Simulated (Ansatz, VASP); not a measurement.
One calculation of ZnS, two programs

The input INCAR:

```
  PREC = Accurate
  ENCUT = 520
  EDIFF = 1E-7
  ISMEAR = 0
  SIGMA = 0.05
  LREAL = F
  LASPH = T
  NELM = 80
  ALGO = Normal
  ISIF = 2
  LWAVE = F
  LCHARG = F
  GGA = PE
  NBANDS = 26
```

The input KPOINTS:

```
Automatic mesh
0
Gamma
  12 12 6
```

Contents of POSCAR:

```
ZnS
1.0
    3.8109987816      0.0000000000      0.0000000000
   -1.9054993908      3.3004217586      0.0000000000
    0.0000000000      0.0000000000      6.2340000000
Zn S
2 2
Direct
    0.3825330342      0.6666666667      0.0000000000
    0.7158663675      0.3333333333      0.5000000000
    0.3333333333      0.6666666667      0.3850000000
    0.6666666667      0.3333333333      0.8850000000
```

Input for Ansatz:

```yaml
crystal:
  lattice:
    - [3.8109987816, 0.0, 0.0]
    - [-1.9054993908, 3.3004217586, 0.0]
    - [0.0, 0.0, 6.234]
  atoms:
    - { symbol: Zn, position: [0.3825330342, 0.6666666667, 0.0] }
    - { symbol: Zn, position: [0.7158663675, 0.3333333333, 0.5] }
    - { symbol: S, position: [0.3333333333, 0.6666666667, 0.385] }
    - { symbol: S, position: [0.6666666667, 0.3333333333, 0.885] }
basis:
  ecutwfc: 420
kpoints:
  mp_grid: { grid: [12, 12, 6] }
hamiltonian:
  xc: pbe
scf:
  occupations: { method: gaussian, width: 0.05 }
output:
  forces: true
  stress: true
  eigenvalues: true
  write_density: true
  write_potential: true
  elf: true
  volumetric_format: npy
```

Change from the starting cell: all Zn atoms moved +0.188 Å, as atom 1 along Cartesian [1 0 0].

Alike in both runs: task single point; functional PBE; k mesh 12 × 12 × 6; occupations gaussian, width 0.05 eV; no spin polarisation.

```csv
,VASP,Ansatz
version,VASP 6.6.1,Ansatz 0.2.0
potentials or method,"VASP PAW PBE potentials, release 64 (Zn, S), cutoff 520 eV","scalar-relativistic, plane waves, PAW"
valence electrons in the cell,36,36
```

|  | VASP | Ansatz | Ansatz less VASP |
| --- | --- | --- | --- |
| gap on the k mesh at the Fermi level (eV) | 2.20 | 2.19 | -0.007 |
| least direct gap on the mesh (eV) | 2.20 | 2.19 | -0.007 |
| pressure (GPa) | 3.9 | 3.7 | -0.17 |
| traceless stress, the component that is largest in VASP (GPa) | -3.13 | -3.10 | +0.032 |
| rms of the force components (eV/Å) | 0.882 | 0.877 | -0.0051 |

Atom by atom the forces differ by 0.005 eV/Å (rms over components).
